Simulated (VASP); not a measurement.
# Ir (I4/mmm) in VASP: further runs

Runs on Ir. Level: PBE. Tasks: single point.

Everything below comes from runs of VASP 6.6.1. Logs are shortened: lines on timing, memory, paths and dates and some standing lists are left out, and cuts for length are marked.

## Step 1: The cell of the first run

Symmetry: I4/mmm, No. 139, tetragonal system. Conventional cell: a = 2.715 Å, b = 2.715 Å, c = 3.695 Å, α = 90.00°, β = 90.00°, γ = 90.00°. Ir (site symmetry 4/mmm) has 12 Ir at 2.66 to 2.71 Å within 3.5 Å.

## Step 2: Single point, PBE (strain -0.0375 x Voigt [0, 0, 1, 0, 0, 0])

Contents of INCAR:

```
SYSTEM = Ir
PREC = Accurate
ENCUT = 520
EDIFF = 1E-6
ISMEAR = 0
SIGMA = 0.15
LREAL = .FALSE.
LASPH = .TRUE.
NELM = 80
ALGO = Fast
ISIF = 2
LWAVE = .FALSE.
LCHARG = .TRUE.
GGA = PE
LELF = .TRUE.
LVHAR = .TRUE.
NBANDS = 10
```

Contents of KPOINTS:

```
Automatic mesh
0
G
  22 22 22
  0 0 0
```

Contents of POSCAR:

```
Ir
1.0
    0.0000000000      1.9197000000      1.8477112500
    1.9197000000      0.0000000000      1.8477112500
    1.9197000000      1.9197000000      0.0000000000
Ir
1
Direct
    0.0000000000      0.0000000000      0.0000000000
```

Potentials or basis: VASP PAW PBE potentials, release 64 (Ir).

Run with:

```bash
> cat potpaw_PBE.64/Ir/POTCAR > POTCAR
> mpirun -np 1 vasp_std > vasp.out
```

OUTCAR:

```text
SYSTEM = Ir
   PREC = Accurate
   ENCUT = 520
   EDIFF = 1E-6
   ISMEAR = 0
   LREAL = .FALSE.
   LASPH = .TRUE.
   NELM = 80
   ISIF = 2
   GGA = PE

 ion  position               nearest neighbor table
   1  0.000  0.000  0.000-

  LATTYP: Found a body centered tetragonal cell.
 ALAT       =     2.7148657757
 C/A-ratio  =     1.3611805538

  Lattice vectors:

 A1 = (   0.0000000000,  -1.9197000000,  -1.8477112500)
 A2 = (   0.0000000000,   1.9197000000,  -1.8477112500)
 A3 = (   1.9197000000,   0.0000000000,   1.8477112500)

Analysis of symmetry for initial positions (statically):
=====================================================================
 Subroutine PRICEL returns:
 Original cell was already a primitive cell.

 Routine SETGRP: Setting up the symmetry group for a
 body centered tetragonal supercell.

 Subroutine GETGRP returns: Found 16 space group operations
 (whereof 16 operations were pure point group operations)
 out of a pool of 16 trial point group operations.

The static configuration has the point symmetry D_4h.

Analysis of symmetry for dynamics (positions and initial velocities):
=====================================================================
 Subroutine PRICEL returns:
 Original cell was already a primitive cell.

 Routine SETGRP: Setting up the symmetry group for a
 body centered tetragonal supercell.

 Subroutine GETGRP returns: Found 16 space group operations
 (whereof 16 operations were pure point group operations)
 out of a pool of 16 trial point group operations.

The dynamic configuration has the point symmetry D_4h.

 Subroutine INISYM returns: Found 16 space group operations
 (whereof 16 operations are pure point group operations),
 and found     1 'primitive' translations

----------------------------------------------------------------------------------------

                                     Primitive cell

  volume of cell :      13.6185

  direct lattice vectors                    reciprocal lattice vectors
     0.000000000  1.919700000  1.847711250    -0.260457363  0.260457363  0.270605053
     1.919700000  0.000000000  1.847711250     0.260457363 -0.260457363  0.270605053
     1.919700000  1.919700000  0.000000000     0.260457363  0.260457363 -0.270605053

  length of vectors
     2.664448339  2.664448339  2.714865776     0.457059264  0.457059264  0.457059264

  position of ions in fractional coordinates (direct lattice)
     0.000000000  0.000000000  0.000000000

  ion indices of the primitive-cell ions
   primitive index   ion index
                 1           1

----------------------------------------------------------------------------------------

 KPOINTS: Automatic mesh

Automatic generation of k-mesh.
 Grid dimensions read from file:
 generate k-points for:   22   22   22

 Generating k-lattice:

  Cartesian coordinates                     Fractional coordinates (reciprocal lattice)
    -0.011838971  0.011838971  0.012300230     0.045454545 -0.000000000  0.000000000
     0.011838971 -0.011838971  0.012300230    -0.000000000  0.045454545  0.000000000
     0.011838971  0.011838971 -0.012300230     0.000000000  0.000000000  0.045454545

  Length of vectors
     0.020775421  0.020775421  0.020775421

  Shift w.r.t. Gamma in fractional coordinates (k-lattice)
     0.000000000  0.000000000  0.000000000

 Subroutine IBZKPT returns following result:
 ===========================================

 Found    834 irreducible k-points:

 Following reciprocal coordinates:
            Coordinates               Weight
  0.000000  0.000000  0.000000      1.000000
  0.045455  0.000000  0.000000      8.000000
  0.090909  0.000000  0.000000      8.000000
  0.136364  0.000000  0.000000      8.000000
  0.181818  0.000000  0.000000      8.000000
  0.227273  0.000000  0.000000      8.000000
[... 16 lines left out ...]
  0.500000  0.045455  0.000000      8.000000
 -0.454545  0.045455  0.000000      8.000000
 [... further k-points ...]
   k-points           NKPTS =    834   k-points in BZ     NKDIM =    834   number of bands    NBANDS=     10
   number of dos      NEDOS =    301   number of ions     NIONS =      1
   total plane-waves  NPLWV =   8000
   dimension x,y,z NGX =    20 NGY =   20 NGZ =   20
   dimension x,y,z NGXF=    40 NGYF=   40 NGZF=   40
   ions per type =               1
   NGX,Y,Z   is equivalent  to a cutoff of  12.48, 12.48, 12.25 a.u.
   NGXF,Y,Z  is equivalent  to a cutoff of  24.96, 24.96, 24.49 a.u.
 SYSTEM =  Ir
   PREC   = accura    normal or accurate (medium, high low for compatibility)
   ISTART =      0    job   : 0-new  1-cont  2-samecut
   ICHARG =      2    charge: 1-file 2-atom 10-const
   ISPIN  =      1    spin polarized calculation?
   LNONCOLLINEAR =      F non collinear calculations
   LSORBIT =      F    spin-orbit coupling
   LASPH  =      T    aspherical Exc in radial PAW
   ENCUT  =  520.0 eV  38.22 Ry    6.18 a.u.   4.95  4.95  5.05*2*pi/ulx,y,z
   NELM   =     80;   NELMIN=  2; NELMDL= -5     # of ELM steps
   EDIFF  = 0.1E-05   stopping-criterion for ELM
   LREAL  =      F    real-space projection
   EDIFFG = 0.1E-04   stopping-criterion for IOM
   NSW    =      0    number of steps for IOM
   IBRION =     -1    ionic relax: 0-MD 1-quasi-New 2-CG
   NFREE  =      0    steps in history (QN), initial steepest desc. (CG)
   ISIF   =      2    stress and relaxation
   ISYM   =      2    0-nonsym 1-usesym 2-fastsym
   POTIM  = 0.5000    time-step for ionic-motion
   TEBEG  =    0.0;   TEEND  =   0.0 temperature during run
   PSTRESS=    0.0 pullay stress
   NELECT =       9.0000    total number of electrons
   NUPDOWN=      -1.0000    fix difference up-down
   EMIN   =  10.00;   EMAX   =-10.00  energy-range for DOS
   EFERMI =   0.00;   METHOD = LEGACY
   ISMEAR =     0;   SIGMA  =   0.15  broadening in eV -4-tet -1-fermi 0-gaus
   EFERMI_NEDOS =   21; number of points for ismear=-14 and -15
   IALGO  =     68    algorithm
   IMIX   =      4    mixing-type and parameters
     AMIX     =   0.40;   BMIX     =  1.00
     AMIX_MAG =   1.60;   BMIX_MAG =  1.00
  volume/ion in A,a.u.               =      13.62        91.90
  Fermi-wavevector in a.u.,A,eV,Ry     =   1.425975  2.694703 27.666169  2.033406
  Thomas-Fermi vector in A             =   2.546302
   LORBIT       =      0    0 simple, 1 ext, 2 COOP (PROOUT), +10 PAW based schemes
   GGA     = PE    functional components
   LHFCALC =     F    Hartree Fock is set to
   AEXX    =    0.0000 exact exchange contribution
   IVDW    =     0    specifies the selected vdW correction
   LEPSILON=     F    determine dielectric tensor
   LRPA    =     F    only Hartree local field effects (RPA)
 non-spin polarized calculation
 RMM-DIIS sequential band-by-band and
 Gauss-broadening in eV      SIGMA  =   0.15
  energy-cutoff  :      520.00
  volume of cell :       13.62
 maximum number of plane-waves:       380
   NGX =  9   NGY =  9   NGZ =  9

 number of electron       9.0000000 magnetization

 Free energy of the ion-electron system (eV)
  ---------------------------------------------------
  ext. energy  EPLUGINS =         0.00000000
  ---------------------------------------------------
  free energy    TOTEN  =        -8.76527712 eV

  energy without entropy =       -8.75389896  energy(sigma->0) =       -8.75958804

 E-fermi :  11.0529     XC(G=0): -14.2156

 val. band max:       11.0474680406   @ k =  -0.1364   0.3182   0.2273
 cond. band min:      11.0585822561   @ k =  -0.2273   0.1364   0.3636
 fundamental gap:      0.0111142155
 Fermi energy:        11.0528891026

 k-point     1 :       0.0000    0.0000    0.0000
  band No.  band energies     occupation
      1      -0.4538      2.00000
      2       6.8068      2.00000
      3       6.8068      2.00000
      4       7.3146      2.00000
      5       9.4701      2.00000
      6      10.1492      2.00000
      7      25.3497      0.00000
      8      30.7084      0.00000
      9      30.7084      0.00000
     10      32.0460      0.00000

 k-point     2 :       0.0455    0.0000    0.0000
  band No.  band energies     occupation
      1      -0.3575      2.00000
      2       6.7876      2.00000
      3       6.8494      2.00000
      4       7.3224      2.00000
      5       9.4473      2.00000
      6      10.1142      2.00000
      7      25.5202      0.00000
      8      30.3985      0.00000
      9      30.8671      0.00000
     10      31.9676      0.00000

 k-point     3 :       0.0909    0.0000    0.0000
  band No.  band energies     occupation
      1      -0.0754      2.00000
      2       6.7030      2.00000
      3       6.9645      2.00000
      4       7.3800      2.00000
      5       9.3962      2.00000
      6      10.0236      2.00000
      7      26.0036      0.00000
      8      29.4313      0.00000
      9      31.3339      0.00000
     10      32.2585      0.00000

 k-point     4 :       0.1364    0.0000    0.0000
  band No.  band energies     occupation
      1       0.3703      2.00000
      2       6.5509      2.00000
      3       7.1108      2.00000
      4       7.5048      2.00000
      5       9.3691      2.00000
      6       9.9212      2.00000
      7      26.6951      0.00000
      8      28.2302      0.00000
      9      32.0824      0.00000
     10      32.9651      0.00000

 k-point     5 :       0.1818    0.0000    0.0000
  band No.  band energies     occupation
      1       0.9347      2.00000
      2       6.4039      2.00000
      3       7.2170      2.00000
      4       7.6385      2.00000
      5       9.4496      2.00000
      6       9.8800      2.00000
      7      26.7908      0.00000
      8      27.6631      0.00000
      9      33.0702      0.00000
     10      33.9421      0.00000

 k-point     6 :       0.2273    0.0000    0.0000
  band No.  band energies     occupation
      1       1.5385      2.00000
      2       6.3717      2.00000
      3       7.2197      2.00000
      4       7.6990      2.00000
      5       9.7091      2.00000
      6       9.9836      2.00000
      7      25.6418      0.00000
      8      28.0807      0.00000
      9      34.2290      0.00000
     10      35.0470      0.00000
[... 183 lines left out ...]
 k-point    21 :       0.4091    0.0455    0.0000
  band No.  band energies     occupation
      1       2.6671      2.00000
      2       6.8086      2.00000
      3       7.2070      2.00000
      4       8.4139      2.00000
      5      11.4891      0.00004
      6      11.8158      0.00000
      7      20.7448      0.00000
      8      25.7500      0.00000
      9      31.6306      0.00000
     10      32.9968      0.00000

 k-point    22 :       0.4545    0.0455    0.0000
  band No.  band energies     occupation
      1       2.6638      2.00000
      2       6.7038      2.00000
      3       7.0989      2.00000
      4       9.2551      2.00000
      5      12.0231      0.00000
      6      12.1249      0.00000
      7      19.4783      0.00000
      8      25.2658      0.00000
      9      30.9767      0.00000
     10      32.0359      0.00000

 k-point    23 :       0.5000    0.0455    0.0000
  band No.  band energies     occupation
      1       2.6535      2.00000
      2       6.6492      2.00000
      3       7.0469      2.00000
      4       9.7561      2.00000
      5      12.2111      0.00000
      6      12.3550      0.00000
      7      18.7703      0.00000
      8      25.0525      0.00000
      9      30.7914      0.00000
     10      31.4646      0.00000

 k-point    24 :      -0.4545    0.0455    0.0000
  band No.  band energies     occupation
      1       2.6569      2.00000
      2       6.6517      2.00000
      3       7.0564      2.00000
      4       9.6926      2.00000
      5      12.0491      0.00000
      6      12.3428      0.00000
      7      18.9591      0.00000
      8      25.0946      0.00000
      9      31.1173      0.00000
     10      31.3354      0.00000

 [... further k-points ...]

------------------------ aborting loop because EDIFF is reached ----------------------------------------

  FORCE on cell =-STRESS in cart. coord.  units (eV):
  Direction    XX          YY          ZZ          XY          YZ          ZX
  --------------------------------------------------------------------------------------
  -------------------------------------------------------------------------------------
  Total        1.8332571      1.8332571      3.1454538      0.0000000      0.0000000      0.0000000
  in kB      215.6766540    215.6766540    370.0522581      0.0000000      0.0000000      0.0000000
  external PRESSURE =     267.1351887 kB  Pullay stress =       0.0000000 kB

 VOLUME and BASIS-vectors are now :
 -----------------------------------------------------------------------------
  energy-cutoff  :      520.00
  volume of cell :       13.62
      direct lattice vectors                 reciprocal lattice vectors
     0.000000000  1.919700000  1.847711250    -0.260457363  0.260457363  0.270605053
     1.919700000  0.000000000  1.847711250     0.260457363 -0.260457363  0.270605053
     1.919700000  1.919700000  0.000000000     0.260457363  0.260457363 -0.270605053

 POSITION                                       TOTAL-FORCE (eV/Angst)
 -----------------------------------------------------------------------------------
      0.00000      0.00000      0.00000        -0.000000      0.000000      0.000000
 -----------------------------------------------------------------------------------
    total drift:                                0.000000     -0.000000     -0.000000

  FREE ENERGIE OF THE ION-ELECTRON SYSTEM (eV)
  ---------------------------------------------------
  free  energy   TOTEN  =        -8.7652771218 eV

  energy  without entropy=       -8.7538989643  energy(sigma->0) =       -8.75958804
```

Run time: 2.3 min. Hardware: 1 thread of Intel Xeon 8259CL, shared host; peak memory 0.24 GiB.

Results:

```
Free energy            : -8.7653 eV
Pressure               : 26.7 GPa
Band gap on the k mesh : zero (an odd number of electrons rules out a gap without spin polarisation)
```

Levels at points of the mesh, in eV from the Fermi level:
```
           k point  band 1  band 2  band 3  band 4  band 5  band 6  band 7  band 8  band 9
(0.00, 0.00, 0.00)  -11.51   -4.25   -4.25   -3.74   -1.58   -0.90   14.30   19.66   19.66
(0.50, 0.00, 0.00)   -8.48   -4.48   -3.92   -0.82    0.84    1.15    7.72   13.80   19.84
(0.50, 0.50, 0.00)   -8.31   -7.77    0.94    1.65    1.65    2.30   11.45   11.45   11.81
(0.50, 0.00, 0.50)   -8.35   -7.71    0.96    1.35    1.45    1.85   10.74   11.92   12.43
```

Caveat: the cell differs from its parent crystal (strain -0.0375 x Voigt [0, 0, 1, 0, 0, 0]); the stress differs along the axes, from 22 to 37 GPa; spin-orbit coupling is left out, which moves the levels of the heavy elements.

## Step 3: Single point, PBE (strain +0.0375 x Voigt [0, 0, 1, 0, 0, 0])

Contents of INCAR:

```
PREC = Accurate
ENCUT = 520
EDIFF = 1E-6
ISMEAR = 0
SIGMA = 0.15
LREAL = False
LASPH = True
NELM = 80
ALGO = Fast
ISIF = 2
LWAVE = False
LCHARG = False
GGA = PE
NBANDS = 10
```

Contents of KPOINTS:

```
regular mesh
0
Gamma
  22 22 22
```

Contents of POSCAR:

```
Ir
1.0
    0.0000000000      1.9197000000      1.9916887500
    1.9197000000      0.0000000000      1.9916887500
    1.9197000000      1.9197000000      0.0000000000
Ir
1
Direct
    0.0000000000      0.0000000000      0.0000000000
```

Potentials or basis: VASP PAW PBE potentials, release 64 (Ir).

Run with:

```bash
> cat potpaw_PBE.64/Ir/POTCAR > POTCAR
> mpirun -np 1 vasp_std > vasp.out
```

It took 1.9 min on 1 thread of Intel Xeon 8259CL, shared host; peak memory 0.25 GiB.

The run converged. Its results:

```yaml
Free_energy: -8.8368 eV
Pressure: -3.4 GPa
Band_gap_on_the_k_mesh: zero (an odd number of electrons rules out a gap without spin polarisation)
```

Stress tensor (GPa, compression positive):
```
  0.75   0.00   0.00
  0.00   0.75   0.00
  0.00   0.00 -11.83
```

Levels at points of the mesh, in eV from the Fermi level:
```tsv
k point	band 1	band 2	band 3	band 4	band 5	band 6	band 7	band 8
(0.00, 0.00, 0.00)	-10.69	-3.95	-3.48	-3.48	-1.42	-0.81	14.45	19.08
(0.50, 0.00, 0.00)	-7.68	-3.97	-3.49	-0.63	0.74	0.98	6.94	13.92
(0.50, 0.50, 0.00)	-7.50	-6.90	0.87	1.25	1.37	1.37	9.40	12.02
(0.50, 0.00, 0.50)	-7.45	-6.91	0.79	1.18	1.65	1.99	10.38	11.17
```

Caveat: the cell differs from its parent crystal (strain +0.0375 x Voigt [0, 0, 1, 0, 0, 0]); the stress differs along the axes, from -12 to 1 GPa; spin-orbit coupling is left out, which moves the levels of the heavy elements.
